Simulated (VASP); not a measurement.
# AlN (Fm-3m) in VASP: single point with PBE

Aim: the single point of AlN with PBE.

The COD entry that gives the cell may itself be a prediction, so a difference from it is no test against experiment.

All numbers are computed with VASP 6.6.1; they aren't measurements. Logs are shortened: lines on timing, memory, paths and dates and some standing lists are left out, and cuts for length are marked.

## Step 1: The cell of the first run

The structure is cubic, space group Fm-3m (No. 225). Conventional cell: a = 3.938 Å, b = 3.938 Å, c = 3.938 Å, α = 90.00°, β = 90.00°, γ = 90.00°. Within 2.6 Å of Al (site symmetry m-3m) lie 6 N at 1.97 Å. Within 2.6 Å of N (site symmetry m-3m) lie 6 Al at 1.97 Å.

## Step 2: Single point, PBE

Input file INCAR:

```
SYSTEM = AlN
PREC     = Accurate       ! precision mode
ENCUT    = 520            ! plane-wave cutoff, eV
EDIFF    = 1E-7           ! SCF threshold, eV
ISMEAR   = 0              ! smearing method
SIGMA    = 0.01           ! smearing width, eV
LREAL    = .FALSE.        ! projectors in reciprocal space
LASPH    = .TRUE.         ! aspherical terms in the spheres
NELM     = 100            ! most SCF steps
ALGO     = Normal         ! electronic algorithm
ISIF     = 2              ! what is computed and relaxed
LWAVE    = .FALSE.        ! write WAVECAR
LCHARG   = .FALSE.        ! write CHGCAR
GGA      = PE             ! functional
NBANDS   = 11             ! bands
```

Input file KPOINTS:

```
regular mesh
0
G
  6 6 6
  0 0 0
```

Input file POSCAR:

```
AlN
1.0
    2.7845870000      0.0000000000      0.0000000000
    1.3922935000      2.4115230810      0.0000000000
    1.3922935000      0.8038410270      2.2736057648
Al N
1 1
Direct
    0.0000000000      0.0000000000      0.0000000000
    0.5000000000      0.5000000000      0.5000000000
```

Potentials or basis: VASP PAW PBE potentials, release 64 (Al, N).

On the command line:

```sh
> cat potpaw_PBE.64/Al/POTCAR potpaw_PBE.64/N/POTCAR > POTCAR
> mpirun -np 1 vasp_std > vasp.out
```

OUTCAR:

```text
SYSTEM = AlN
   PREC = Accurate
   ENCUT = 520
   EDIFF = 1E-7
   ISMEAR = 0
   LREAL = .FALSE.
   LASPH = .TRUE.
   NELM = 100
   ISIF = 2
   GGA = PE

 ion  position               nearest neighbor table
   1  0.000  0.000  0.000-   2 1.97   2 1.97   2 1.97   2 1.97   2 1.97   2 1.97
   2  0.500  0.500  0.500-   1 1.97   1 1.97   1 1.97   1 1.97   1 1.97   1 1.97

  LATTYP: Found a face centered cubic cell.
 ALAT       =     3.9380007009

  Lattice vectors:

 A1 = (   2.7845870000,   0.0000000000,   0.0000000000)
 A2 = (   1.3922935000,   2.4115230810,   0.0000000000)
 A3 = (   1.3922935000,   0.8038410270,   2.2736057648)

Analysis of symmetry for initial positions (statically):
=====================================================================
 Subroutine PRICEL returns:
 Original cell was already a primitive cell.

 Routine SETGRP: Setting up the symmetry group for a
 face centered cubic supercell.

 Subroutine GETGRP returns: Found 48 space group operations
 (whereof 48 operations were pure point group operations)
 out of a pool of 48 trial point group operations.

The static configuration has the point symmetry O_h .

Analysis of symmetry for dynamics (positions and initial velocities):
=====================================================================
 Subroutine PRICEL returns:
 Original cell was already a primitive cell.

 Routine SETGRP: Setting up the symmetry group for a
 face centered cubic supercell.

 Subroutine GETGRP returns: Found 48 space group operations
 (whereof 48 operations were pure point group operations)
 out of a pool of 48 trial point group operations.

The dynamic configuration has the point symmetry O_h .

 Subroutine INISYM returns: Found 48 space group operations
 (whereof 48 operations are pure point group operations),
 and found     1 'primitive' translations

----------------------------------------------------------------------------------------

                                     Primitive cell

  volume of cell :      15.2675

  direct lattice vectors                    reciprocal lattice vectors
     2.784587000  0.000000000  0.000000000     0.359119683 -0.207337846 -0.146609997
     1.392293500  2.411523081  0.000000000     0.000000000  0.414675691 -0.146609997
     1.392293500  0.803841027  2.273605765     0.000000000  0.000000000  0.439829990

  length of vectors
     2.784587000  2.784587000  2.784587000     0.439829990  0.439829990  0.439829990

  position of ions in fractional coordinates (direct lattice)
     0.000000000  0.000000000  0.000000000
     0.500000000  0.500000000  0.500000000
[... 78 lines left out ...]
   PSTRESS=    0.0 pullay stress
   NELECT =       8.0000    total number of electrons
   NUPDOWN=      -1.0000    fix difference up-down
   EMIN   =  10.00;   EMAX   =-10.00  energy-range for DOS
   EFERMI =   0.00;   METHOD = LEGACY
   ISMEAR =     0;   SIGMA  =   0.01  broadening in eV -4-tet -1-fermi 0-gaus
   EFERMI_NEDOS =   21; number of points for ismear=-14 and -15
   IALGO  =     38    algorithm
   IMIX   =      4    mixing-type and parameters
     AMIX     =   0.40;   BMIX     =  1.00
     AMIX_MAG =   1.60;   BMIX_MAG =  1.00
  volume/ion in A,a.u.               =       7.63        51.52
  Fermi-wavevector in a.u.,A,eV,Ry     =   1.319823  2.494104 23.700435  1.741933
  Thomas-Fermi vector in A             =   2.449693
   LORBIT       =      0    0 simple, 1 ext, 2 COOP (PROOUT), +10 PAW based schemes
   GGA     = PE    functional components
   LHFCALC =     F    Hartree Fock is set to
   AEXX    =    0.0000 exact exchange contribution
   IVDW    =     0    specifies the selected vdW correction
   LEPSILON=     F    determine dielectric tensor
   LRPA    =     F    only Hartree local field effects (RPA)
 non-spin polarized calculation
 Gauss-broadening in eV      SIGMA  =   0.01
  energy-cutoff  :      520.00
  volume of cell :       15.27
 maximum number of plane-waves:       419
 NGX is ok and might be reduce to    24
   NGX = 11   NGY = 11   NGZ = 11

 number of electron       8.0000000 magnetization

 Free energy of the ion-electron system (eV)
  ---------------------------------------------------
  ext. energy  EPLUGINS =         0.00000000
  ---------------------------------------------------
  free energy    TOTEN  =       -14.40302482 eV

  energy without entropy =      -14.40302482  energy(sigma->0) =      -14.40302482

 E-fermi :  11.1027     XC(G=0): -12.6603

 val. band max:       11.0292274434   @ k =   0.0000   0.0000   0.0000
 cond. band min:      16.1834158943   @ k =   0.5000   0.5000   0.0000
 fundamental gap:      5.1541884509
 Fermi energy:        11.1026592557

 k-point     1 :       0.0000    0.0000    0.0000
  band No.  band energies     occupation
      1      -7.2665      2.00000
      2      11.0292      2.00000
      3      11.0292      2.00000
      4      11.0292      2.00000
      5      17.8961      0.00000
      6      23.4444      0.00000
      7      23.4444      0.00000
      8      23.4444      0.00000
      9      28.8048      0.00000
     10      29.4039      0.00000
     11      29.4039      0.00000
[... 197 lines left out ...]
 k-point    16 :      -0.3333    0.5000    0.1667
  band No.  band energies     occupation
      1      -2.4491      2.00000
      2       3.9064      2.00000
      3       6.1282      2.00000
      4       7.1551      2.00000
      5      18.7942      0.00000
      6      19.5005      0.00000
      7      24.4114      0.00000
      8      25.7418      0.00000
      9      30.2899      0.00000
     10      33.7352      0.00000
     11      37.2493      0.00000

------------------------ aborting loop because EDIFF is reached ----------------------------------------

  FORCE on cell =-STRESS in cart. coord.  units (eV):
  Direction    XX          YY          ZZ          XY          YZ          ZX
  --------------------------------------------------------------------------------------
  -------------------------------------------------------------------------------------
  Total        2.8697095      2.8697095      2.8697095     -0.0000000      0.0000000     -0.0000000
  in kB      301.1487994    301.1487993    301.1487994     -0.0000000      0.0000000     -0.0000000
  external PRESSURE =     301.1487994 kB  Pullay stress =       0.0000000 kB

 VOLUME and BASIS-vectors are now :
 -----------------------------------------------------------------------------
  energy-cutoff  :      520.00
  volume of cell :       15.27
      direct lattice vectors                 reciprocal lattice vectors
     2.784587000  0.000000000  0.000000000     0.359119683 -0.207337846 -0.146609997
     1.392293500  2.411523081  0.000000000     0.000000000  0.414675691 -0.146609997
     1.392293500  0.803841027  2.273605765     0.000000000  0.000000000  0.439829990

 POSITION                                       TOTAL-FORCE (eV/Angst)
 -----------------------------------------------------------------------------------
      0.00000      0.00000      0.00000         0.000000      0.000000      0.000000
      2.78459      1.60768      1.13680        -0.000000     -0.000000      0.000000
 -----------------------------------------------------------------------------------
    total drift:                               -0.000000      0.000000     -0.000000

  FREE ENERGIE OF THE ION-ELECTRON SYSTEM (eV)
  ---------------------------------------------------
  free  energy   TOTEN  =       -14.4030248216 eV

  energy  without entropy=      -14.4030248216  energy(sigma->0) =      -14.40302482
```

Wall time 8.1 s (1 thread of AMD EPYC 7R13, shared host); peak memory 0.1 GiB.

Results:

* Free energy: -14.4030 eV
* Pressure: 30.1 GPa
* Band gap on the k mesh: 5.15 eV, indirect (least direct gap 6.87 eV)

Caveat: the k points lie up to 0.46 Å⁻¹ apart. A k mesh can miss the band edges.
